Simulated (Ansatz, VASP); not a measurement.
**CuO in VASP and in Ansatz**

File INCAR:

```
  PREC = Accurate
  ENCUT = 520
  EDIFF = 1E-6
  ISMEAR = -1
  SIGMA = 0.05
  LREAL = False
  LASPH = True
  NELM = 60
  ALGO = Normal
  ISIF = 2
  LWAVE = False
  LCHARG = False
  GGA = PS
  NBANDS = 25
```

KPOINTS

```
regular mesh
0
Gamma
  10 10 5
```

POSCAR

```
CuO
1.0
    2.3101994985     -1.6881714891      0.0000000000
    2.3101994985      1.6881714891      0.0000000000
   -0.8385391614      0.0000000000      4.9895114286
Cu O
2 2
Direct
    0.5000000000      0.0000000000      0.5000000000
    0.0000000000      0.5000000000      0.0000000000
    0.4184000000      0.5816000000      0.7500000000
    0.5816000000      0.4184000000      0.2500000000
```

File input.yaml:

```yaml
crystal:
  lattice:
    - [2.3101994985, -1.6881714891, 0.0]
    - [2.3101994985, 1.6881714891, 0.0]
    - [-0.8385391614, 0.0, 4.9895114286]
  atoms:
    - { symbol: Cu, position: [0.5, 0.0, 0.5] }
    - { symbol: Cu, position: [0.0, 0.5, 0.0] }
    - { symbol: O, position: [0.4184, 0.5816, 0.75] }
    - { symbol: O, position: [0.5816, 0.4184, 0.25] }
kpoints:
  mp_grid: { grid: [10, 10, 5] }
scf:
  occupations: { method: fermi_dirac, width: 0.05 }
hamiltonian:
  xc: pbesol
  pseudopotentials: { kind: all_electron, lapw: { basis_error: 0.002 } }
output:
  forces: true
  stress: true
  eigenvalues: true
```

Change from the starting cell: volume scaled by 0.96.

Alike in both runs: task single point; functional PBEsol; k mesh 10 × 10 × 5; occupations fermi-dirac, width 0.05 eV; no spin polarisation.

|  | VASP | Ansatz |
| --- | --- | --- |
| version | VASP 6.6.1 | Ansatz 0.2.0 |
| potentials or method | VASP PAW PBE potentials, release 64 (Cu, O), cutoff 520 eV | all-electron LAPW, scalar-relativistic |

```tsv
	VASP	Ansatz	Ansatz less VASP
gap on the k mesh at the Fermi level (eV)	none	none	-
pressure (GPa)	5.9	5.1	-0.81
traceless stress, the component that is largest in VASP (GPa)	-1.65	-1.60	+0.047
rms of the force components (eV/Å)	0.076	0.092	+0.0166
```

VASP's potentials were made for PBE, not for PBEsol. Atom by atom the forces differ by 0.017 eV/Å (rms over components). A gap of «none» marks a metal or a gap that the smearing closes. Ansatz ran all-electron here, and VASP with PAW potentials.
